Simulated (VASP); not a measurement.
Write the native input for VASP 6.6.1 that does the following.

```yaml
Task: single point
Functional: PBEsol
Potentials_or_basis: VASP PAW PBE potentials, release 64 (Li_sv, Pb_d)
Cutoff: 520 eV
k_mesh: 7 × 7 × 7
Occupations: fermi-dirac, width 0.1 eV
Spin: no spin polarisation
Dipole_correction: no
Further_INCAR_settings: ALGO = Normal; EDIFF = 1e-07; NBANDS = 16
```

The structure of LiPb lies in POSCAR:

```
LiPb
1.0
    2.4711355666      1.4267108874      2.0441667478
   -2.4711355666      1.4267108874      2.0441667478
    0.0000000000     -2.8534217748      2.0441667478
Li Pb
1 1
Direct
    0.5000000000      0.5000000000      0.5000000000
    0.0000000000      0.0000000000      0.0000000000
```

The input as run:

INCAR

```
SYSTEM = LiPb
ALGO = Normal
EDIFF = 1E-7
ENCUT = 520
GGA = PS
ISIF = 2
ISMEAR = -1
LASPH = .TRUE.
LCHARG = .FALSE.
LREAL = .FALSE.
LWAVE = .FALSE.
NBANDS = 16
NELM = 100
PREC = Accurate
SIGMA = 0.1
```

KPOINTS

```
k-points
0
G
  7 7 7
  0 0 0
```

Potentials or basis: VASP PAW PBE potentials, release 64 (Li_sv, Pb_d).

The run is started by

```bash
$ cat potpaw_PBE.64/Li_sv/POTCAR potpaw_PBE.64/Pb_d/POTCAR > POTCAR
$ mpirun -np 1 vasp_std > vasp.out
```

Wall time 26 s on 1 thread of Intel(R) Xeon(R) Platinum 8259CL CPU @ 2.50GHz (Skylake/Cascade Lake) (shared host), peak memory 0.17 GiB.
